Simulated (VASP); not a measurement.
A run of VASP 6.6.1:

File INCAR:

```
  PREC = Accurate
  ENCUT = 600
  EDIFF = 1E-7
  ISMEAR = 0
  SIGMA = 0.1
  LREAL = F
  LASPH = T
  NELM = 60
  ALGO = Normal
  ISIF = 3
  LWAVE = F
  LCHARG = F
  GGA = PE
  IBRION = 2
  NSW = 100
  EDIFFG = -0.01
```

KPOINTS

```
regular mesh
0
Gamma
  8 8 8
```

The input POSCAR:

```
Zr3SnSe
1.0
    4.9821672199      0.0000000000      0.0000000000
    0.0000000000      4.9821672199      0.0000000000
    0.0000000000      0.0000000000      4.9821672199
Zr Sn Se
3 1 1
Direct
    0.0000000000      0.5000000000      0.5000000000
    0.5000000000      0.0000000000      0.5000000000
    0.5000000000      0.5000000000      0.0000000000
    0.0000000000      0.0000000000      0.0000000000
    0.5000000000      0.5000000000      0.5000000000
```

Potentials or basis: VASP PAW PBE potentials, release 64 (Zr_sv, Sn_d, Se).

Run with:

```bash
$ cat potpaw_PBE.64/Zr_sv/POTCAR potpaw_PBE.64/Sn_d/POTCAR potpaw_PBE.64/Se/POTCAR > POTCAR
$ mpirun -np 1 vasp_std > vasp.out
```

Hardware: 1 thread of Intel Xeon 8259CL, with other jobs on the host.

**Question.** How long does it take, and how much memory?

**Answer.** Wall time 8.8 min on 1 thread of Intel Xeon 8259CL (shared host), peak memory 0.36 GiB. Counts: scf iterations 31, k points 35, ion steps 3.
